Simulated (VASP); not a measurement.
# BAs (Pmmm) in VASP: a series of runs

BAs is run at these levels: PBEsol+D4, PBE+D3(BJ), HSE06, BLYP+D4; tasks: single point.

All numbers are computed with VASP 6.6.1; they aren't measurements. Logs are shortened: lines on timing, memory, paths and dates and some standing lists are left out, and cuts for length are marked.

## (1) The cell of the first run

Symmetry: Pmmm, No. 47, orthorhombic system. The conventional cell has a = 2.544 Å, b = 3.107 Å, c = 3.121 Å, α = 90.00°, β = 90.00°, γ = 90.00°. B (site symmetry mmm) has 4 As at 2.20 Å and 2 B at 2.54 Å within 2.9 Å. As (site symmetry mmm) has 4 B at 2.20 Å and 2 As at 2.54 Å within 2.9 Å.

## (2) Single point, PBEsol+D4

INCAR reads:

```
SYSTEM = BAs
PREC     = Accurate       ! precision mode
ENCUT    = 520            ! plane-wave cutoff, eV
EDIFF    = 1E-7           ! SCF threshold, eV
ISMEAR   = -1             ! smearing method
SIGMA    = 0.05           ! smearing width, eV
LREAL    = .False.        ! projectors in reciprocal space
LASPH    = .True.         ! aspherical terms in the spheres
NELM     = 80             ! most SCF steps
ALGO     = Normal         ! electronic algorithm
ISIF     = 2              ! what is computed and relaxed
LWAVE    = .False.        ! write WAVECAR
LCHARG   = .True.         ! write CHGCAR
GGA      = PS             ! functional
IVDW     = 13             ! dispersion correction
LELF     = .True.         ! ELF
LVHAR    = .True.       
NBANDS   = 11             ! bands
```

KPOINTS reads:

```
regular mesh
0
Gamma
  12 8 6
  0 0 0
```

POSCAR reads:

```
BAs
1.0
    3.1072189454      0.0000000000      0.0000000000
    0.0000000000      2.5444365811      0.0000000000
    0.0000000000      0.0000000000      3.1210170265
B As
1 1
Direct
    0.0000000000      0.5000000000      0.0000000000
    0.5000000000      0.5000000000      0.5000000000
```

Potentials or basis: VASP PAW PBE potentials, release 64 (B, As).

Launch:

```console
> cat potpaw_PBE.64/B/POTCAR potpaw_PBE.64/As/POTCAR > POTCAR
> mpirun -np 1 vasp_std > vasp.out
```

OUTCAR:

```text
SYSTEM = BAs
   PREC = Accurate
   ENCUT = 520
   EDIFF = 1E-7
   ISMEAR = -1
   LREAL = .False.
   LASPH = .True.
   NELM = 80
   ISIF = 2
   GGA = PS
   IVDW = 13

 ion  position               nearest neighbor table
   1  0.000  0.500  0.000-   2 2.20   2 2.20   2 2.20   2 2.20
   2  0.500  0.500  0.500-   1 2.20   1 2.20   1 2.20   1 2.20

  LATTYP: Found a simple orthorhombic cell.
 ALAT       =     2.5444365811
 B/A-ratio  =     1.2211815254
 C/A-ratio  =     1.2266043688

  Lattice vectors:

 A1 = (   0.0000000000,  -2.5444365811,   0.0000000000)
 A2 = (   3.1072189454,   0.0000000000,   0.0000000000)
 A3 = (   0.0000000000,   0.0000000000,   3.1210170265)

Analysis of symmetry for initial positions (statically):
=====================================================================
 Subroutine PRICEL returns:
 Original cell was already a primitive cell.

 Routine SETGRP: Setting up the symmetry group for a
 simple orthorhombic supercell.

 Subroutine GETGRP returns: Found  8 space group operations
 (whereof  8 operations were pure point group operations)
 out of a pool of  8 trial point group operations.

The static configuration has the point symmetry D_2h.

Analysis of symmetry for dynamics (positions and initial velocities):
=====================================================================
 Subroutine PRICEL returns:
 Original cell was already a primitive cell.

 Routine SETGRP: Setting up the symmetry group for a
 simple orthorhombic supercell.

 Subroutine GETGRP returns: Found  8 space group operations
 (whereof  8 operations were pure point group operations)
 out of a pool of  8 trial point group operations.

The dynamic configuration has the point symmetry D_2h.

 Subroutine INISYM returns: Found  8 space group operations
 (whereof  8 operations are pure point group operations),
 and found     1 'primitive' translations

----------------------------------------------------------------------------------------

                                     Primitive cell

  volume of cell :      24.6751

  direct lattice vectors                    reciprocal lattice vectors
     3.107218945  0.000000000  0.000000000     0.321831199  0.000000000  0.000000000
     0.000000000  2.544436581  0.000000000     0.000000000  0.393014315  0.000000000
     0.000000000  0.000000000  3.121017027     0.000000000  0.000000000  0.320408377

  length of vectors
     3.107218945  2.544436581  3.121017027     0.321831199  0.393014315  0.320408377

  position of ions in fractional coordinates (direct lattice)
     0.000000000  0.500000000  0.000000000
     0.500000000  0.500000000  0.500000000

  ion indices of the primitive-cell ions
   primitive index   ion index
                 1           1
                 2           2

----------------------------------------------------------------------------------------

 KPOINTS: regular mesh

Automatic generation of k-mesh.
 Grid dimensions read from file:
 generate k-points for:   12    8    6

 Generating k-lattice:

  Cartesian coordinates                     Fractional coordinates (reciprocal lattice)
     0.026819267  0.000000000  0.000000000     0.083333333  0.000000000  0.000000000
     0.000000000  0.049126789  0.000000000     0.000000000  0.125000000  0.000000000
     0.000000000  0.000000000  0.053401396     0.000000000  0.000000000  0.166666667

  Length of vectors
     0.026819267  0.049126789  0.053401396

  Shift w.r.t. Gamma in fractional coordinates (k-lattice)
     0.000000000  0.000000000  0.000000000

 Subroutine IBZKPT returns following result:
 ===========================================

 Found    140 irreducible k-points:

 Following reciprocal coordinates:
            Coordinates               Weight
  0.000000  0.000000  0.000000      1.000000
  0.083333  0.000000  0.000000      2.000000
  0.166667  0.000000  0.000000      2.000000
  0.250000  0.000000  0.000000      2.000000
  0.333333  0.000000  0.000000      2.000000
  0.416667  0.000000  0.000000      2.000000
[... 16 lines left out ...]
  0.083333  0.375000  0.000000      4.000000
  0.166667  0.375000  0.000000      4.000000
 [... further k-points ...]
   k-points           NKPTS =    140   k-points in BZ     NKDIM =    140   number of bands    NBANDS=     11
   number of dos      NEDOS =    301   number of ions     NIONS =      2
   total plane-waves  NPLWV =  11520
   dimension x,y,z NGX =    24 NGY =   20 NGZ =   24
   dimension x,y,z NGXF=    48 NGYF=   40 NGZF=   48
   ions per type =               1   1
   NGX,Y,Z   is equivalent  to a cutoff of  12.84, 13.07, 12.78 a.u.
   NGXF,Y,Z  is equivalent  to a cutoff of  25.68, 26.13, 25.57 a.u.
 SYSTEM =  BAs
   PREC   = accura    normal or accurate (medium, high low for compatibility)
   ISTART =      0    job   : 0-new  1-cont  2-samecut
   ICHARG =      2    charge: 1-file 2-atom 10-const
   ISPIN  =      1    spin polarized calculation?
   LNONCOLLINEAR =      F non collinear calculations
   LSORBIT =      F    spin-orbit coupling
   LASPH  =      T    aspherical Exc in radial PAW
   ENCUT  =  520.0 eV  38.22 Ry    6.18 a.u.   5.78  4.73  5.80*2*pi/ulx,y,z
   NELM   =     80;   NELMIN=  2; NELMDL= -5     # of ELM steps
   EDIFF  = 0.1E-06   stopping-criterion for ELM
   LREAL  =      F    real-space projection
   EDIFFG = 0.1E-05   stopping-criterion for IOM
   NSW    =      0    number of steps for IOM
   IBRION =     -1    ionic relax: 0-MD 1-quasi-New 2-CG
   NFREE  =      0    steps in history (QN), initial steepest desc. (CG)
   ISIF   =      2    stress and relaxation
   ISYM   =      2    0-nonsym 1-usesym 2-fastsym
   POTIM  = 0.5000    time-step for ionic-motion
   TEBEG  =    0.0;   TEEND  =   0.0 temperature during run
   PSTRESS=    0.0 pullay stress
   NELECT =       8.0000    total number of electrons
   NUPDOWN=      -1.0000    fix difference up-down
   EMIN   =  10.00;   EMAX   =-10.00  energy-range for DOS
   EFERMI =   0.00;   METHOD = LEGACY
   ISMEAR =    -1;   SIGMA  =   0.05  broadening in eV -4-tet -1-fermi 0-gaus
   EFERMI_NEDOS =   21; number of points for ismear=-14 and -15
   IALGO  =     38    algorithm
   IMIX   =      4    mixing-type and parameters
     AMIX     =   0.40;   BMIX     =  1.00
     AMIX_MAG =   1.60;   BMIX_MAG =  1.00
  volume/ion in A,a.u.               =      12.34        83.26
  Fermi-wavevector in a.u.,A,eV,Ry     =   1.124652  2.125285 17.209232  1.264843
  Thomas-Fermi vector in A             =   2.261325
   LORBIT       =      0    0 simple, 1 ext, 2 COOP (PROOUT), +10 PAW based schemes
   GGA     = PS    functional components
   LHFCALC =     F    Hartree Fock is set to
   AEXX    =    0.0000 exact exchange contribution
   IVDW    =    13    specifies the selected vdW correction
   LEPSILON=     F    determine dielectric tensor
   LRPA    =     F    only Hartree local field effects (RPA)
 non-spin polarized calculation
  energy-cutoff  :      520.00
  volume of cell :       24.68
 maximum number of plane-waves:       680
 NGX is ok and might be reduce to    24
   NGX = 11   NGY =  9   NGZ = 11

 number of electron       7.9999999 magnetization

 Free energy of the ion-electron system (eV)
  ---------------------------------------------------
  ext. energy  EPLUGINS =         0.00000000
  ---------------------------------------------------
  free energy    TOTEN  =       -10.19020865 eV

  energy without entropy =      -10.18441822  energy(sigma->0) =      -10.18731343

 E-fermi :   7.2767     XC(G=0): -11.4462

 val. band max:        7.2748584316   @ k =   0.4167   0.3750   0.5000
 cond. band min:       7.3048372856   @ k =   0.1667   0.3750   0.3333
 fundamental gap:      0.0299788541
 Fermi energy:         7.2766915795

 k-point     1 :       0.0000    0.0000    0.0000
  band No.  band energies     occupation
      1      -9.0496      2.00000
      2       3.9726      2.00000
      3       4.0764      2.00000
      4       5.8248      2.00000
      5      10.7886      0.00000
      6      11.4131      0.00000
      7      16.5809      0.00000
      8      16.6128      0.00000
      9      17.0836      0.00000
     10      18.5549      0.00000
     11      22.2256      0.00000

 k-point     2 :       0.0833    0.0000    0.0000
  band No.  band energies     occupation
      1      -8.9578      2.00000
      2       2.9981      2.00000
      3       4.0836      2.00000
      4       6.5927      2.00000
      5      10.8802      0.00000
      6      11.9614      0.00000
      7      15.8177      0.00000
      8      16.0463      0.00000
      9      17.4655      0.00000
     10      18.3700      0.00000
     11      23.1381      0.00000

 k-point     3 :       0.1667    0.0000    0.0000
  band No.  band energies     occupation
      1      -8.6855      2.00000
      2       1.3044      2.00000
      3       4.4157      2.00000
      4       7.4769      0.03581
      5      11.1524      0.00000
      6      13.4069      0.00000
      7      14.2052      0.00000
      8      15.2436      0.00000
      9      17.8418      0.00000
     10      17.9745      0.00000
     11      25.0743      0.00000

 k-point     4 :       0.2500    0.0000    0.0000
  band No.  band energies     occupation
      1      -8.2457      2.00000
      2      -0.3632      2.00000
      3       4.9667      2.00000
      4       8.1683      0.00000
      5      11.5965      0.00000
      6      12.4583      0.00000
      7      13.8522      0.00000
      8      15.9524      0.00000
      9      17.0501      0.00000
     10      18.5601      0.00000
     11      25.9059      0.00000

 k-point     5 :       0.3333    0.0000    0.0000
  band No.  band energies     occupation
      1      -7.6739      2.00000
      2      -1.8515      2.00000
      3       5.7324      2.00000
      4       8.8037      0.00000
      5      10.7824      0.00000
      6      12.1925      0.00000
      7      12.9336      0.00000
      8      16.1133      0.00000
      9      18.1721      0.00000
     10      19.3797      0.00000
     11      24.4735      0.00000
[... 211 lines left out ...]
 k-point    21 :       0.5000    0.2500    0.0000
  band No.  band energies     occupation
      1      -5.4707      2.00000
      2      -2.3272      2.00000
      3       6.5602      2.00000
      4       8.1132      0.00000
      5       8.6797      0.00000
      6       9.0159      0.00000
      7      11.7852      0.00000
      8      13.2034      0.00000
      9      21.4062      0.00000
     10      22.2648      0.00000
     11      23.4340      0.00000

 k-point    22 :       0.0000    0.3750    0.0000
  band No.  band energies     occupation
      1      -6.2808      2.00000
      2       0.6644      2.00000
      3       5.8277      2.00000
      4       5.9275      2.00000
      5       8.0146      0.00000
      6      12.3746      0.00000
      7      14.0571      0.00000
      8      17.2095      0.00000
      9      17.2815      0.00000
     10      18.8356      0.00000
     11      18.8456      0.00000

 k-point    23 :       0.0833    0.3750    0.0000
  band No.  band energies     occupation
      1      -6.1899      2.00000
      2       0.7596      2.00000
      3       5.1089      2.00000
      4       5.9382      2.00000
      5       8.3371      0.00000
      6      12.2296      0.00000
      7      14.5301      0.00000
      8      17.0185      0.00000
      9      17.1647      0.00000
     10      18.3504      0.00000
     11      18.5300      0.00000

 k-point    24 :       0.1667    0.3750    0.0000
  band No.  band energies     occupation
      1      -5.9202      2.00000
      2       1.0426      2.00000
      3       3.6052      2.00000
      4       6.2688      2.00000
      5       8.4058      0.00000
      6      11.9256      0.00000
      7      15.6893      0.00000
      8      15.8976      0.00000
      9      17.2436      0.00000
     10      17.9978      0.00000
     11      18.1787      0.00000

 [... further k-points ...]

------------------------ aborting loop because EDIFF is reached ----------------------------------------

  DFT-D4 for vdW energy calculation

  Edisp (eV):   -0.47562

  FORCE on cell =-STRESS in cart. coord.  units (eV):
  Direction    XX          YY          ZZ          XY          YZ          ZX
  --------------------------------------------------------------------------------------
  -------------------------------------------------------------------------------------
  Total       0.14544     0.08213     0.14313    -0.00000     0.00000     0.00000
  in kB       9.44326     5.33293     9.29385    -0.00000     0.00000     0.00000
  external pressure =        8.02 kB  Pullay stress =        0.00 kB

 VOLUME and BASIS-vectors are now :
 -----------------------------------------------------------------------------
  energy-cutoff  :      520.00
  volume of cell :       24.68
      direct lattice vectors                 reciprocal lattice vectors
     3.107218945  0.000000000  0.000000000     0.321831199  0.000000000  0.000000000
     0.000000000  2.544436581  0.000000000     0.000000000  0.393014315  0.000000000
     0.000000000  0.000000000  3.121017027     0.000000000  0.000000000  0.320408377

 POSITION                                       TOTAL-FORCE (eV/Angst)
 -----------------------------------------------------------------------------------
      0.00000      1.27222      0.00000         0.000000      0.000000      0.000000
      1.55361      1.27222      1.56051         0.000000      0.000000      0.000000
 -----------------------------------------------------------------------------------
    total drift:                                0.000000     -0.000000     -0.000000

  FREE ENERGIE OF THE ION-ELECTRON SYSTEM (eV)
  ---------------------------------------------------
  free  energy   TOTEN  =       -10.6658313731 eV

  energy  without entropy=      -10.6600409512  energy(sigma->0) =      -10.66293616
```

It took 42 s on 1 thread of AMD EPYC 7R13, shared host; peak memory 0.13 GiB.

What came out:

| Item | Value |
| --- | --- |
| Free energy | -10.6658 eV |
| Pressure | 0.8 GPa |
| Band gap on the k mesh | zero (band 4 reaches 9.59 eV, above the bottom of band 5 at 4.30 eV) |
| Dispersion energy per atom | -0.238 eV |

Levels at points of the mesh, in eV from the Fermi level:
| k point | band 1 | band 2 | band 3 | band 4 | band 5 | band 6 | band 7 | band 8 | band 9 |
| --- | --- | --- | --- | --- | --- | --- | --- | --- | --- |
| (0.00, 0.00, 0.00) | -16.33 | -3.30 | -3.20 | -1.45 | 3.51 | 4.14 | 9.30 | 9.34 | 9.81 |
| (0.50, 0.00, 0.00) | -14.05 | -10.78 | 0.58 | 0.63 | 2.44 | 4.39 | 6.07 | 7.35 | 12.70 |
| (0.00, 0.50, 0.00) | -12.46 | -8.38 | -1.00 | -0.90 | 1.82 | 3.58 | 7.76 | 9.20 | 9.31 |
| (0.50, 0.50, 0.00) | -10.18 | -7.40 | -5.85 | -3.40 | 2.41 | 3.47 | 6.10 | 8.24 | 10.36 |
| (0.00, 0.00, 0.50) | -14.09 | -10.80 | 0.66 | 0.69 | 2.53 | 4.50 | 6.05 | 7.33 | 12.65 |
| (0.50, 0.00, 0.50) | -11.77 | -8.07 | -8.06 | -6.67 | 6.78 | 8.62 | 11.98 | 12.03 | 14.34 |
| (0.00, 0.50, 0.50) | -10.22 | -7.42 | -5.88 | -3.43 | 2.46 | 3.54 | 6.18 | 8.36 | 10.45 |
| (0.50, 0.50, 0.50) | -7.33 | -5.36 | -5.35 | -4.46 | -2.97 | -1.60 | 3.24 | 3.26 | 14.26 |

Caveat: the PAW data sets were made with another functional, which shifts forces and pressure a little; pairwise dispersion overbinds metals, which lowers pressure and volume.

## (3) Single point, PBE+D3(BJ)

This run uses another cell than the first one, of 12.52 Å³/atom, 1.015 times its volume.

INCAR reads:

```
SYSTEM = BAs
ALGO = Normal
EDIFF = 1E-6
ENCUT = 600
GGA = PE
GGA_COMPAT = .FALSE.
ISIF = 2
ISMEAR = -1
IVDW = 12
LASPH = .TRUE.
LCHARG = .TRUE.
LELF = .TRUE.
LREAL = .FALSE.
LVHAR = .TRUE.
LWAVE = .FALSE.
NBANDS = 16
NELM = 120
PREC = Accurate
SIGMA = 0.05
```

KPOINTS reads:

```
k-points
0
G
  12 8 6
  0 0 0
```

POSCAR reads:

```
BAs
1.0
    3.1182718008      0.0000000000      0.0000000000
    0.0000000000      2.5655905965      0.0000000000
    0.0000000000      0.0000000000      3.1309270381
B As
1 1
Direct
    0.0000000000      0.5000000000      0.0000000000
    0.5000000000      0.5000000000      0.5000000000
```

Potentials or basis: VASP PAW PBE potentials, release 64 (B, As_d).

Launch:

```console
> cat potpaw_PBE.64/B/POTCAR potpaw_PBE.64/As_d/POTCAR > POTCAR
> mpirun -np 1 vasp_std > vasp.out
```

Run time: 32 s. Hardware: 1 thread of AMD EPYC 9R45 (Zen 5), shared host; peak memory 0.17 GiB.

The run converged. Its results:

- Free energy: -10.0250 eV
- Pressure: 0.0 GPa
- Band gap on the k mesh: zero (band 9 reaches 8.05 eV, above the bottom of band 10 at 2.66 eV)
- Dispersion energy per atom: -0.359 eV

Stress tensor (GPa, compression positive):
```
-0.08  0.00  0.00
 0.00  0.06  0.00
 0.00  0.00 -0.07
```

Levels at points of the mesh, in eV from the Fermi level:
```csv
k point,band 7,band 8,band 9,band 10,band 11,band 12
"(0.00, 0.00, 0.00)",-3.23,-3.14,-1.49,3.36,4.32,9.26
"(0.50, 0.00, 0.00)",-10.65,0.64,0.65,2.47,4.40,5.90
"(0.00, 0.50, 0.00)",-8.19,-1.03,-0.94,1.86,3.33,7.85
"(0.50, 0.50, 0.00)",-7.41,-5.70,-3.27,2.35,3.40,5.97
"(0.00, 0.00, 0.50)",-10.67,0.71,0.71,2.54,4.50,5.89
"(0.50, 0.00, 0.50)",-7.91,-7.90,-6.62,6.60,8.36,11.89
"(0.00, 0.50, 0.50)",-7.43,-5.73,-3.29,2.40,3.47,6.05
"(0.50, 0.50, 0.50)",-5.32,-5.31,-4.33,-3.09,-1.51,3.42
```

Caveat: pairwise dispersion overbinds metals, which lowers pressure and volume.

(Continued in part 2 of 2.)
